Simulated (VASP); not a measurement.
**C21O: single point with PBE+D3(BJ)**

System: C21O, a slab with vacuum.

```
C O
1.0
     5.03042    0.00000    0.00000
     0.00000    3.55705    0.00000
     0.00000    0.00000   23.82514
C O
21 1
Direct
  0.25000 0.00000 0.16789
  0.75000 0.00000 0.16789
  0.00000 0.25000 0.16789
  0.50000 0.25000 0.16789
  0.00000 0.50000 0.22067
  0.50000 0.50000 0.22067
  0.25000 0.75000 0.22067
  0.75000 0.75000 0.22067
  0.25000 0.00238 0.27332
  0.75000 0.00238 0.27332
  0.00000 0.24762 0.27332
  0.50000 0.24762 0.27332
  0.00000 0.50947 0.32757
  0.50000 0.50947 0.32757
  0.25000 0.74053 0.32757
  0.75000 0.74053 0.32757
  0.25000 0.02867 0.37251
  0.75000 0.02867 0.37251
  0.00000 0.22133 0.37251
  0.50000 0.22133 0.37251
  0.50000 0.52867 0.55509
  0.50000 0.52867 0.50682
```

- Program: VASP 6.6.1
- Task: single point
- Functional: PBE
- Dispersion: D3(BJ)
- Potentials or basis: VASP PAW PBE potentials, release 64 (C, O)
- Cutoff: 520 eV
- k mesh: 5 × 8 × 1
- Occupations: gaussian, width 0.05 eV
- Spin: no spin polarisation

* Largest force: 4.363 eV/Å
* Band gap on the k mesh: zero (bands 45 and 46 overlap by 0.03 eV)
* Dispersion energy per atom: -0.141 eV

Forces in eV/Å, atoms in the order of the input:
```
C   -0.001  4.260  0.939
C    0.001  4.260  0.939
C    0.000 -4.260  0.942
C    0.000 -4.260  0.936
C    0.000  1.061 -0.973
C    0.000  1.064 -0.965
C   -0.001 -1.063 -0.969
C    0.001 -1.063 -0.969
C    0.000 -0.011  0.011
C    0.000 -0.011  0.011
C    0.000  0.010  0.018
C    0.000  0.005  0.006
C    0.000  0.006 -0.022
C    0.000  0.003  0.002
C    0.006  0.000 -0.017
C   -0.006  0.000 -0.017
C    0.004 -0.005  0.053
C   -0.004 -0.005  0.053
C    0.000  0.009  0.058
C    0.000 -0.020 -0.015
C    0.000  0.001 -0.734
O    0.000  0.021  0.713
```

Levels at points of the mesh, in eV from the Fermi level:
| k point | band 41 | band 42 | band 43 | band 44 | band 45 | band 46 | band 47 | band 48 | band 49 | band 50 |
| --- | --- | --- | --- | --- | --- | --- | --- | --- | --- | --- |
| (0.00, 0.00, 0.00) | -1.35 | -0.81 | -0.71 | -0.71 | -0.04 | -0.04 | 0.13 | 1.51 | 3.01 | 3.35 |
| (0.00, 0.50, 0.00) | -2.57 | -0.55 | -0.37 | -0.16 | -0.16 | 0.14 | 0.64 | 0.64 | 1.03 | 2.38 |

Wall time 9.5 min on 1 thread of AMD EPYC 9R45 96-Core Processor (Zen 5), on a shared host, peak memory 0.57 GiB.
